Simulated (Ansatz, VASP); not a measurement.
**HfO2: VASP beside Ansatz**

Contents of INCAR:

```
SYSTEM = HfO2
  PREC = Accurate
  ENCUT = 600
  EDIFF = 1E-6
  ISMEAR = 0
  SIGMA = 0.02
  LREAL = .FALSE.
  LASPH = .TRUE.
  NELM = 120
  ALGO = Normal
  ISIF = 2
  LWAVE = .FALSE.
  LCHARG = .FALSE.
  GGA = PS
  NBANDS = 31
  GGA_COMPAT = .FALSE.
```

The input KPOINTS:

```
Automatic mesh
0
G
  6 6 4
  0 0 0
```

POSCAR

```
HfO2
1.0
    3.5046487150      0.0000000000      0.0000000000
    0.0000000000      3.5046487150      0.0000000000
    0.0000000000      0.0000000000      5.3305789894
Hf O
2 4
Direct
    0.5000000000      0.5000000000      0.5000000000
    0.0000000000      0.0000000000      0.0000000000
    0.0000000000      0.5000000000      0.6972080000
    0.5000000000      0.0000000000      0.8027920000
    0.5000000000      0.0000000000      0.3027920000
    0.0000000000      0.5000000000      0.1972080000
```

Input for Ansatz:

```yaml
crystal:
  lattice:
    - [3.5046487149999996, 0.0, 0.0]
    - [0.0, 3.5046487149999996, 0.0]
    - [0.0, 0.0, 5.3305789894096725]
  atoms:
    - { symbol: Hf, position: [0.5, 0.5, 0.5] }
    - { symbol: Hf, position: [0.0, 0.0, 0.0] }
    - { symbol: O, position: [0.0, 0.5, 0.697208] }
    - { symbol: O, position: [0.5, 0.0, 0.802792] }
    - { symbol: O, position: [0.5, 0.0, 0.302792] }
    - { symbol: O, position: [0.0, 0.5, 0.197208] }
basis:
  ecutwfc: 550.0
kpoints:
  mp_grid:
    grid: [6, 6, 4]
hamiltonian:
  xc: pbesol
  pseudopotentials:
    kind: paw
scf:
  occupations:
    method: gaussian
    width: 0.02
output:
  stress: true
```

Alike in both runs: task single point; functional PBEsol; k mesh 6 × 6 × 4; occupations gaussian, width 0.02 eV; no spin polarisation.

|  | VASP | Ansatz |
| --- | --- | --- |
| version | VASP 6.6.1 | Ansatz 0.2.0 |
| potentials or method | VASP PAW PBE potentials, release 64 (Hf_pv, O), cutoff 600 eV | plane waves, PAW |
| valence electrons in the cell | 44 | 76 |

```csv
,VASP,Ansatz,Ansatz less VASP
pressure (GPa),-0.5,2.9,+3.42
"traceless stress, the component that is largest in VASP (GPa)",-10.97,-10.79,+0.178
```

VASP's potentials were made for PBE, not for PBEsol. The functional is the same, so the differences come from potentials, cutoffs and numerics. VASP's potentials hold 44 valence electrons a cell and Ansatz's 76, so a difference there can come from the potentials and not from the codes.

Neither program's run includes spin-orbit coupling.
